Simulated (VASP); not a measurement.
Input of a VASP 6.6.1 run:

Contents of INCAR:

```
PREC = Accurate ; ENCUT = 520
EDIFF = 1E-6 ; ISMEAR = -1
SIGMA = 0.05 ; LREAL = F
LASPH = T ; NELM = 80
ALGO = Normal ; ISIF = 2
LWAVE = F ; LCHARG = F
GGA = PS ; NBANDS = 12
```

File KPOINTS:

```
Automatic mesh
0
Gamma
  11 11 11
```

The input POSCAR:

```
Ti
1.0
   -1.5635869220      1.5635869220      1.5635869220
    1.5635869220     -1.5635869220      1.5635869220
    1.5635869220      1.5635869220     -1.5635869220
Ti
1
Direct
    0.0000000000      0.0000000000      0.0000000000
```

Potentials or basis: VASP PAW PBE potentials, release 64 (Ti_sv).

Run with:

```bash
$ cat potpaw_PBE.64/Ti_sv/POTCAR > POTCAR
$ mpirun -np 1 vasp_std > vasp.out
```

Problem. What does it give for the pressure?

Solution. 9.6 GPa.

Problem. What does it give for the band gap on the k mesh?

Solution. Zero (band 6 reaches 10.46 eV, above the bottom of band 7 at 8.62 eV).

Caveat: the PAW data sets were made with another functional, which shifts forces and pressure a little.
